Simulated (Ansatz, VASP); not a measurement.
## Two plane-wave programs on Cd2SO

The input INCAR:

```
SYSTEM = Cd2SO
PREC     = Accurate       ! precision mode
ENCUT    = 520            ! plane-wave cutoff, eV
EDIFF    = 1E-6           ! SCF threshold, eV
ISMEAR   = -1             ! smearing method
SIGMA    = 0.02           ! smearing width, eV
LREAL    = .FALSE.        ! projectors in reciprocal space
LASPH    = .TRUE.         ! aspherical terms in the spheres
NELM     = 80             ! most SCF steps
ALGO     = Normal         ! electronic algorithm
ISIF     = 2              ! what is computed and relaxed
LWAVE    = .FALSE.        ! write WAVECAR
LCHARG   = .FALSE.        ! write CHGCAR
GGA      = PE             ! functional
NBANDS   = 26             ! bands
```

The input KPOINTS:

```
Automatic mesh
0
G
  6 6 4
  0 0 0
```

The input POSCAR:

```
Cd2SO
1.0
    4.0065137173      0.0000000000      0.0000000000
    0.0000000000      4.0065137173      0.0000000000
    0.0000000000      0.0000000000      5.5461424258
O Cd S
1 2 1
Direct
    0.0000000000      0.0000000000      0.0000000000
    0.0000000000      0.5000000000      0.7925351347
    0.5000000000      0.0000000000      0.2074648653
    0.5000000000      0.5000000000      0.5000000000
```

Input for Ansatz:

```yaml
crystal:
  lattice:
    - [4.0065137173, 0.0, 0.0]
    - [0.0, 4.0065137173, 0.0]
    - [0.0, 0.0, 5.5461424258]
  atoms:
    - { symbol: O, position: [0.0, 0.0, 0.0] }
    - { symbol: Cd, position: [0.0, 0.5, 0.7925351347] }
    - { symbol: S, position: [0.5, 0.5, 0.5] }
    - { symbol: Cd, position: [0.5, 0.0, 0.2074648653] }
kpoints:
  mp_grid: { grid: [6, 6, 4] }
hamiltonian:
  xc: pbe
scf:
  occupations: { method: fermi_dirac, width: 0.02 }
  n_extra_bands: 5
output:
  forces: true
  stress: true
  eigenvalues: true
```

Alike in both runs: task single point; functional PBE; k mesh 6 × 6 × 4; occupations fermi-dirac, width 0.02 eV; no spin polarisation.

```csv
,VASP,Ansatz
version,VASP 6.6.1,Ansatz 0.2.0
potentials or method,"VASP PAW PBE potentials, release 64 (O, Cd, S)","plane waves, PAW"
plane-wave cutoff (eV),520,420
valence electrons in the cell,36,52
```

|  | VASP | Ansatz | Ansatz less VASP |
| --- | --- | --- | --- |
| pressure (GPa) | -3.1 | -3.5 | -0.41 |
| rms of the force components (eV/Å) | 0.024 | 0.016 | -0.0079 |

The functional is the same, so the differences come from potentials, cutoffs and numerics. VASP's potentials hold 36 valence electrons a cell and Ansatz's 52, so a difference there can come from the potentials and not from the codes.
